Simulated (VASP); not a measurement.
# BaLiF3 (P4/mmm) in VASP: further runs

BaLiF3 is run at these levels: LDA; tasks: single point.

Everything below comes from runs of VASP 6.6.1. Logs are shortened: lines on timing, memory, paths and dates and some standing lists are left out, and cuts for length are marked.

### 1 The cell of the first run

It takes space group P4/mmm (No. 123, tetragonal). Conventional cell: a = 3.869 Å, b = 3.869 Å, c = 3.989 Å, α = 90.00°, β = 90.00°, γ = 90.00°. Within 3.6 Å of Ba (site symmetry 4/mmm) lie 12 F at 2.74 to 2.78 Å and 8 Li at 3.39 Å. Li (site symmetry 4/mmm) has 6 F at 1.93 to 1.99 Å within 2.6 Å. Within 2.6 Å of F (site symmetry mmm) lie 2 Li at 1.93 Å. F (site symmetry 4/mmm) has 2 Li at 1.99 Å within 2.6 Å.

### 2 Single point, LDA (strain -0.030 along x and y, +0.000 along z)

INCAR reads:

```
SYSTEM = BaLiF3
ALGO = Normal
EDIFF = 1E-6
ENCUT = 520
GGA = CA
ISIF = 2
ISMEAR = 0
LASPH = .True.
LCHARG = .False.
LREAL = .False.
LWAVE = .False.
NBANDS = 25
NELM = 100
PREC = Accurate
SIGMA = 0.05
```

KPOINTS reads:

```
k-points
0
Gamma
  6 6 6
  0 0 0
```

POSCAR reads:

```
BaLiF3
1.0
    3.8689241908      0.0000000000      0.0000000000
    0.0000000000      3.8689241908      0.0000000000
    0.0000000000      0.0000000000      3.9885816400
Ba Li F
1 1 3
Direct
    0.0000000000      0.0000000000      0.0000000000
    0.5000000000      0.5000000000      0.5000000000
    0.0000000000      0.5000000000      0.5000000000
    0.5000000000      0.5000000000      0.0000000000
    0.5000000000      0.0000000000      0.5000000000
```

Potentials or basis: VASP PAW LDA potentials, release 64 (Ba_sv, Li_sv, F).

Run with:

```console
cat potpaw_LDA.64/Ba_sv/POTCAR potpaw_LDA.64/Li_sv/POTCAR potpaw_LDA.64/F/POTCAR > POTCAR
mpirun -np 1 vasp_std > vasp.out
```

OUTCAR:

```text
SYSTEM = BaLiF3
   EDIFF = 1E-6
   ENCUT = 520
   GGA = CA
   ISIF = 2
   ISMEAR = 0
   LASPH = .True.
   LREAL = .False.
   NELM = 100
   PREC = Accurate

 ion  position               nearest neighbor table
   1  0.000  0.000  0.000-   4 2.74   4 2.74   4 2.74   4 2.74   5 2.78   3 2.78   3 2.78   3 2.78
                             5 2.78   5 2.78   5 2.78   3 2.78   2 3.39   2 3.39   2 3.39   2 3.39
   2  0.500  0.500  0.500-   3 1.93   5 1.93   5 1.93   3 1.93   4 1.99   4 1.99   1 3.39   1 3.39
                             1 3.39   1 3.39   1 3.39   1 3.39   1 3.39   1 3.39
   3  0.000  0.500  0.500-   2 1.93   2 1.93   1 2.78   1 2.78   1 2.78   1 2.78
   4  0.500  0.500  0.000-   2 1.99   2 1.99   1 2.74   1 2.74   1 2.74   1 2.74
   5  0.500  0.000  0.500-   2 1.93   2 1.93   1 2.78   1 2.78   1 2.78   1 2.78

  LATTYP: Found a simple tetragonal cell.
 ALAT       =     3.8689241908
 C/A-ratio  =     1.0309278351

  Lattice vectors:

 A1 = (   3.8689241908,   0.0000000000,   0.0000000000)
 A2 = (   0.0000000000,   3.8689241908,   0.0000000000)
 A3 = (   0.0000000000,   0.0000000000,   3.9885816400)

Analysis of symmetry for initial positions (statically):
=====================================================================
 Subroutine PRICEL returns:
 Original cell was already a primitive cell.

 Routine SETGRP: Setting up the symmetry group for a
 simple tetragonal supercell.

 Subroutine GETGRP returns: Found 16 space group operations
 (whereof 16 operations were pure point group operations)
 out of a pool of 16 trial point group operations.

The static configuration has the point symmetry D_4h.

Analysis of symmetry for dynamics (positions and initial velocities):
=====================================================================
 Subroutine PRICEL returns:
 Original cell was already a primitive cell.

 Routine SETGRP: Setting up the symmetry group for a
 simple tetragonal supercell.

 Subroutine GETGRP returns: Found 16 space group operations
 (whereof 16 operations were pure point group operations)
 out of a pool of 16 trial point group operations.

The dynamic configuration has the point symmetry D_4h.

 Subroutine INISYM returns: Found 16 space group operations
 (whereof 16 operations are pure point group operations),
 and found     1 'primitive' translations

----------------------------------------------------------------------------------------

                                     Primitive cell

  volume of cell :      59.7034

  direct lattice vectors                    reciprocal lattice vectors
     3.868924191  0.000000000  0.000000000     0.258469784  0.000000000  0.000000000
     0.000000000  3.868924191  0.000000000     0.000000000  0.258469784  0.000000000
     0.000000000  0.000000000  3.988581640     0.000000000  0.000000000  0.250715691

  length of vectors
     3.868924191  3.868924191  3.988581640     0.258469784  0.258469784  0.250715691

  position of ions in fractional coordinates (direct lattice)
     0.000000000  0.000000000  0.000000000
     0.500000000  0.500000000  0.500000000
     0.000000000  0.500000000  0.500000000
     0.500000000  0.500000000  0.000000000
     0.500000000  0.000000000  0.500000000

  ion indices of the primitive-cell ions
   primitive index   ion index
                 1           1
                 2           2
                 3           3
                 4           4
                 5           5

----------------------------------------------------------------------------------------

 KPOINTS: k-points

Automatic generation of k-mesh.
 Grid dimensions read from file:
 generate k-points for:    6    6    6

 Generating k-lattice:

  Cartesian coordinates                     Fractional coordinates (reciprocal lattice)
     0.043078297  0.000000000  0.000000000     0.166666667  0.000000000  0.000000000
     0.000000000  0.043078297  0.000000000     0.000000000  0.166666667  0.000000000
     0.000000000  0.000000000  0.041785948     0.000000000  0.000000000  0.166666667

  Length of vectors
     0.043078297  0.043078297  0.041785948

  Shift w.r.t. Gamma in fractional coordinates (k-lattice)
     0.000000000  0.000000000  0.000000000

 Subroutine IBZKPT returns following result:
 ===========================================

 Found     40 irreducible k-points:

 Following reciprocal coordinates:
            Coordinates               Weight
  0.000000  0.000000  0.000000      1.000000
  0.166667  0.000000  0.000000      4.000000
  0.333333  0.000000  0.000000      4.000000
  0.500000  0.000000  0.000000      2.000000
  0.166667  0.166667  0.000000      4.000000
  0.333333  0.166667  0.000000      8.000000
[... 16 lines left out ...]
  0.333333  0.000000  0.333333      8.000000
  0.500000  0.000000  0.333333      4.000000
 [... further k-points ...]
   k-points           NKPTS =     40   k-points in BZ     NKDIM =     40   number of bands    NBANDS=     25
   number of dos      NEDOS =    301   number of ions     NIONS =      5
   total plane-waves  NPLWV =  27000
   dimension x,y,z NGX =    30 NGY =   30 NGZ =   30
   dimension x,y,z NGXF=    60 NGYF=   60 NGZF=   60
   ions per type =               1   1   3
   NGX,Y,Z   is equivalent  to a cutoff of  12.89, 12.89, 12.50 a.u.
   NGXF,Y,Z  is equivalent  to a cutoff of  25.78, 25.78, 25.01 a.u.
 SYSTEM =  BaLiF3
   PREC   = accura    normal or accurate (medium, high low for compatibility)
   ISTART =      0    job   : 0-new  1-cont  2-samecut
   ICHARG =      2    charge: 1-file 2-atom 10-const
   ISPIN  =      1    spin polarized calculation?
   LNONCOLLINEAR =      F non collinear calculations
   LSORBIT =      F    spin-orbit coupling
   LASPH  =      T    aspherical Exc in radial PAW
   ENCUT  =  520.0 eV  38.22 Ry    6.18 a.u.   7.19  7.19  7.42*2*pi/ulx,y,z
   NELM   =    100;   NELMIN=  2; NELMDL= -5     # of ELM steps
   EDIFF  = 0.1E-05   stopping-criterion for ELM
   LREAL  =      F    real-space projection
   EDIFFG = 0.1E-04   stopping-criterion for IOM
   NSW    =      0    number of steps for IOM
   IBRION =     -1    ionic relax: 0-MD 1-quasi-New 2-CG
   NFREE  =      0    steps in history (QN), initial steepest desc. (CG)
   ISIF   =      2    stress and relaxation
   ISYM   =      2    0-nonsym 1-usesym 2-fastsym
   POTIM  = 0.5000    time-step for ionic-motion
   TEBEG  =    0.0;   TEEND  =   0.0 temperature during run
   PSTRESS=    0.0 pullay stress
   NELECT =      34.0000    total number of electrons
   NUPDOWN=      -1.0000    fix difference up-down
   EMIN   =  10.00;   EMAX   =-10.00  energy-range for DOS
   EFERMI =   0.00;   METHOD = LEGACY
   ISMEAR =     0;   SIGMA  =   0.05  broadening in eV -4-tet -1-fermi 0-gaus
   EFERMI_NEDOS =   21; number of points for ismear=-14 and -15
   IALGO  =     38    algorithm
   IMIX   =      4    mixing-type and parameters
     AMIX     =   0.40;   BMIX     =  1.00
     AMIX_MAG =   1.60;   BMIX_MAG =  1.00
  volume/ion in A,a.u.               =      11.94        80.58
  Fermi-wavevector in a.u.,A,eV,Ry     =   1.356963  2.564289 25.053086  1.841350
  Thomas-Fermi vector in A             =   2.483922
   LORBIT       =      0    0 simple, 1 ext, 2 COOP (PROOUT), +10 PAW based schemes
   GGA     = CA    functional components
   LHFCALC =     F    Hartree Fock is set to
   AEXX    =    0.0000 exact exchange contribution
   IVDW    =     0    specifies the selected vdW correction
   LEPSILON=     F    determine dielectric tensor
   LRPA    =     F    only Hartree local field effects (RPA)
 non-spin polarized calculation
 Gauss-broadening in eV      SIGMA  =   0.05
  energy-cutoff  :      520.00
  volume of cell :       59.70
 maximum number of plane-waves:      1625
 NGX is ok and might be reduce to    30
   NGX = 15   NGY = 15   NGZ = 15

 number of electron      33.9999996 magnetization

 Free energy of the ion-electron system (eV)
  ---------------------------------------------------
  ext. energy  EPLUGINS =         0.00000000
  ---------------------------------------------------
  free energy    TOTEN  =       -29.26834587 eV

  energy without entropy =      -29.26834587  energy(sigma->0) =      -29.26834587

 E-fermi :  -0.1646     XC(G=0): -11.0430

 val. band max:       -0.4719085633   @ k =   0.0000   0.0000   0.0000
 cond. band min:       5.9063075003   @ k =   0.0000   0.0000   0.0000
 fundamental gap:      6.3782160636
 Fermi energy:        -0.1645769332

 k-point     1 :       0.0000    0.0000    0.0000
  band No.  band energies     occupation
      1     -40.0218      2.00000
      2     -23.7841      2.00000
      3     -19.7890      2.00000
      4     -19.4757      2.00000
      5     -19.3472      2.00000
      6      -8.8405      2.00000
[... 17 lines left out ...]
     24      16.2931      0.00000
     25      16.8709      0.00000

 k-point     2 :       0.1667    0.0000    0.0000
  band No.  band energies     occupation
      1     -40.0211      2.00000
      2     -23.7275      2.00000
      3     -19.8409      2.00000
      4     -19.4899      2.00000
      5     -19.3881      2.00000
      6      -8.7717      2.00000
[... 17 lines left out ...]
     24      16.0201      0.00000
     25      16.5001      0.00000

 k-point     3 :       0.3333    0.0000    0.0000
  band No.  band energies     occupation
      1     -40.0197      2.00000
      2     -23.6064      2.00000
      3     -19.9836      2.00000
      4     -19.5385      2.00000
      5     -19.4157      2.00000
      6      -8.6992      2.00000
[... 17 lines left out ...]
     24      14.9821      0.00000
     25      16.9921      0.00000

 k-point     4 :       0.5000    0.0000    0.0000
  band No.  band energies     occupation
      1     -40.0190      2.00000
      2     -23.5410      2.00000
      3     -20.0721      2.00000
      4     -19.5617      2.00000
      5     -19.4173      2.00000
      6      -8.6803      2.00000
[... 17 lines left out ...]
     24      13.9552      0.00000
     25      15.2425      0.00000
[... 477 lines left out ...]
 k-point    22 :       0.1667    0.0000    0.3333
  band No.  band energies     occupation
      1     -40.0197      2.00000
      2     -23.5925      2.00000
      3     -19.9223      2.00000
      4     -19.6643      2.00000
      5     -19.3827      2.00000
      6      -8.8080      2.00000
[... 17 lines left out ...]
     24      14.7163      0.00000
     25      15.8786      0.00000

 k-point    23 :       0.3333    0.0000    0.3333
  band No.  band energies     occupation
      1     -40.0184      2.00000
      2     -23.4929      2.00000
      3     -19.9135      2.00000
      4     -19.7172      2.00000
      5     -19.4857      2.00000
      6      -8.9598      2.00000
[... 17 lines left out ...]
     24      14.2851      0.00000
     25      15.1018      0.00000

 k-point    24 :       0.5000    0.0000    0.3333
  band No.  band energies     occupation
      1     -40.0177      2.00000
      2     -23.4401      2.00000
      3     -19.9424      2.00000
      4     -19.6930      2.00000
      5     -19.5576      2.00000
      6      -8.9796      2.00000
[... 17 lines left out ...]
     24      13.6002      0.00000
     25      15.3543      0.00000

 [... further k-points ...]
[... 5 lines left out ...]
  --------------------------------------------------------------------------------------
  -------------------------------------------------------------------------------------
  Total        0.3348277      0.3348277     -0.8197382      0.0000000      0.0000000      0.0000000
  in kB        8.9853103      8.9853103    -21.9981830      0.0000000      0.0000000      0.0000000
  external PRESSURE =      -1.3425208 kB  Pullay stress =       0.0000000 kB

 VOLUME and BASIS-vectors are now :
 -----------------------------------------------------------------------------
  energy-cutoff  :      520.00
  volume of cell :       59.70
      direct lattice vectors                 reciprocal lattice vectors
     3.868924191  0.000000000  0.000000000     0.258469784  0.000000000  0.000000000
     0.000000000  3.868924191  0.000000000     0.000000000  0.258469784  0.000000000
     0.000000000  0.000000000  3.988581640     0.000000000  0.000000000  0.250715691

 POSITION                                       TOTAL-FORCE (eV/Angst)
 -----------------------------------------------------------------------------------
      0.00000      0.00000      0.00000         0.000000      0.000000      0.000000
      1.93446      1.93446      1.99429         0.000000      0.000000      0.000000
      0.00000      1.93446      1.99429         0.000000      0.000000      0.000000
      1.93446      1.93446      0.00000         0.000000      0.000000      0.000000
      1.93446      0.00000      1.99429         0.000000      0.000000      0.000000
 -----------------------------------------------------------------------------------
    total drift:                                0.000000      0.000000     -0.000000

  FREE ENERGIE OF THE ION-ELECTRON SYSTEM (eV)
  ---------------------------------------------------
  free  energy   TOTEN  =       -29.2683458745 eV

  energy  without entropy=      -29.2683458745  energy(sigma->0) =      -29.26834587
```

It took 70 s on 1 thread of AMD EPYC 7R43 (Zen 3), shared host; peak memory 0.15 GiB.

Results:

- Free energy: -29.2683 eV
- Band gap on the k mesh: 6.38 eV

Levels at points of the mesh, in eV from the valence-band top:
| k point | band 14 | band 15 | band 16 | band 17 | band 18 | band 19 | band 20 | band 21 |
| --- | --- | --- | --- | --- | --- | --- | --- | --- |
| (0.00, 0.00, 0.00) | -0.92 | 0.00 | 0.00 | 0.00 | 6.38 | 6.71 | 8.44 | 9.98 |
| (0.50, 0.00, 0.00) | -0.82 | -0.81 | -0.68 | -0.55 | 8.25 | 8.90 | 10.52 | 10.95 |
| (0.50, 0.50, 0.00) | -0.64 | -0.64 | -0.20 | -0.11 | 9.10 | 9.65 | 10.96 | 10.96 |
| (0.00, 0.00, 0.50) | -0.89 | -0.89 | -0.47 | -0.47 | 7.88 | 8.70 | 10.62 | 11.13 |
| (0.50, 0.00, 0.50) | -0.63 | -0.60 | -0.33 | -0.32 | 9.08 | 9.24 | 11.20 | 11.26 |
| (0.50, 0.50, 0.50) | -0.27 | -0.27 | -0.19 | -0.06 | 8.13 | 8.13 | 8.13 | 12.24 |

Caveat: the cell differs from its parent crystal (strain -0.030 along x and y, +0.000 along z); the cutoff is under 1.25 times the usual one of these potentials, so pressure, stress and relaxed cells hold a basis-set (Pulay) error; spin-orbit coupling is left out, which moves the levels of the heavy elements.

(Continued in part 2 of 2.)
